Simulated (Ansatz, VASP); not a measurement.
One calculation of Al, two programs

File INCAR:

```
SYSTEM = Al
PREC = Accurate
ENCUT = 520
EDIFF = 1E-7
ISMEAR = 0
SIGMA = 0.15
LREAL = .FALSE.
LASPH = .TRUE.
NELM = 60
ALGO = Normal
ISIF = 2
LWAVE = .FALSE.
LCHARG = .TRUE.
GGA = PE
LELF = .TRUE.
LVHAR = .TRUE.
NBANDS = 8
```

KPOINTS

```
Automatic mesh
0
G
  24 24 24
  0 0 0
```

File POSCAR:

```
Al
1.0
   -0.8419674075      1.6839348149      1.6839348149
    1.6839348149     -0.8419674075      1.6839348149
    1.6839348149      1.6839348149     -0.8419674075
Al
1
Direct
    0.0000000000      0.0000000000      0.0000000000
```

Input for Ansatz:

```yaml
crystal:
  lattice:
    - [-0.8419674075, 1.6839348149, 1.6839348149]
    - [1.6839348149, -0.8419674075, 1.6839348149]
    - [1.6839348149, 1.6839348149, -0.8419674075]
  atoms:
    - { symbol: Al, position: [0.0, 0.0, 0.0] }
basis:
  ecutwfc: 420
kpoints:
  mp_grid: { grid: [24, 24, 24] }
hamiltonian:
  xc: pbe
scf:
  occupations: { method: gaussian, width: 0.15 }
output:
  forces: true
  stress: true
  eigenvalues: true
```

Alike in both runs: task single point; functional PBE; k mesh 24 × 24 × 24; occupations gaussian, width 0.15 eV; no spin polarisation.

|  | VASP | Ansatz |
| --- | --- | --- |
| version | VASP 6.6.1 | Ansatz 0.2.0 |
| potentials or method | VASP PAW PBE potentials, release 64 (Al), cutoff 520 eV | scalar-relativistic, plane waves, PAW |
| valence electrons in the cell | 3 | 3 |

|  | VASP | Ansatz | Ansatz less VASP |
| --- | --- | --- | --- |
| gap on the k mesh at the Fermi level (eV) | none | none | - |
| pressure (GPa) | 20.6 | 20.6 | -0.02 |

A gap of «none» marks a metal or a gap that the smearing closes. With one functional, cell and mesh, what is left measures potentials, basis and numerics.
